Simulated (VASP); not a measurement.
Input of a VASP 6.6.1 run:

Contents of POSCAR:

```
BN
1.0
    3.6962160000      2.1504320000      0.0338890000
   -1.2282850000      2.1438730000     -0.0133430000
    0.0391030000     -0.0029340000      4.1342490000
B N
4 4
Direct
    0.3410730000      0.9934150000      0.9877900000
    0.8266880000      0.4821900000      0.0017260000
    0.1638570000      0.5043980000      0.4998060000
    0.6795110000      0.9930320000      0.5033510000
    0.3307130000      0.0122390000      0.3787560000
    0.8303690000      0.4869670000      0.3821700000
    0.1669090000      0.5135440000      0.8824570000
    0.6725210000      0.0242580000      0.8834100000
```

The input INCAR.step1:

```
PREC = Accurate ; ENCUT = 520
ISMEAR = -1 ; SIGMA = 0.1362
LREAL = F ; LASPH = T
NELM = 60 ; NBANDS = 26
GGA = PE ; ALGO = Normal
EDIFF = 1E-4 ; LWAVE = T
LCHARG = F
```

INCAR.step2

```
PREC = Accurate ; ENCUT = 520
EDIFF = 1E-6 ; ISMEAR = -1
SIGMA = 0.1362 ; LREAL = F
LASPH = T ; NELM = 60
ALGO = Normal ; ISIF = 2
LWAVE = F ; LCHARG = F
METAGGA = R2SCAN ; LMIXTAU = T
NBANDS = 26 ; ISTART = 1
```

The input KPOINTS:

```
Automatic mesh
0
Gamma
  4 7 4
  0.5 0.5 0
```

Potentials or basis: VASP PAW PBE potentials, release 64 (B, N).

Run with:

```console
$ cat potpaw_PBE.64/B/POTCAR potpaw_PBE.64/N/POTCAR > POTCAR
$ cp INCAR.step1 INCAR
$ mpirun -np 1 vasp_std > vasp.out
$ cp INCAR.step2 INCAR
$ mpirun -np 1 vasp_std > vasp.out
```

Problem. Predict the pressure.

Solution. 39.9 GPa.

Problem. Predict the band gap on the k mesh.

Solution. 6.14 eV.

Problem. Predict the largest force.

Solution. 4.347 eV/Å.

Forces on the atoms (eV/Å):
```
B   -2.088  0.750  2.414
B    0.320  4.039  1.567
B    0.422  0.776  0.372
B   -2.376 -0.975  0.426
N    1.535 -0.515 -0.459
N    0.394  1.002 -0.926
N    0.738 -1.304 -1.508
N    1.056 -3.771 -1.887
```

Caveat: the PAW data sets were made with another functional, which shifts forces and pressure a little. A k mesh can miss the band edges.
